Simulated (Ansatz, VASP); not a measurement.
# Two plane-wave programs on KMgF3

```
K Mg F
1.0
     3.97911    0.00000    0.00000
     0.00000    3.97911    0.00000
     0.00000    0.00000    3.97911
K Mg F
1 1 3
Cartesian
  1.9896 1.9896 1.9896
  0.0000 0.0000 0.0000
  1.9896 0.0000 0.0000
  0.0000 1.9896 0.0000
  0.0000 0.0000 1.9896
```

Alike in both runs: task single point; functional PBEsol; k mesh 6 × 6 × 6; no spin polarisation.

|  | VASP | Ansatz |
| --- | --- | --- |
| version | VASP 6.6.1 | Ansatz 0.2.0 |
| potentials or method | VASP PAW PBE potentials, release 64 (K_sv, Mg, F), cutoff 520 eV | scalar-relativistic, plane waves, PAW |
| occupations | gaussian, width 0.01 eV | fixed |
| valence electrons in the cell | 32 | 40 |

Ansatz gave:

* gap on the k mesh at the Fermi level (eV): 7.18
* least direct gap on the mesh (eV): 7.50
* pressure (GPa): 0.7

Q: Estimate VASP's values.

A: gap on the k mesh at the Fermi level (eV): 7.16; least direct gap on the mesh (eV): 7.48; pressure (GPa): 0.3.

VASP's potentials were made for PBE, not for PBEsol. VASP's potentials hold 32 valence electrons a cell and Ansatz's 40, so a difference there can come from the potentials and not from the codes.
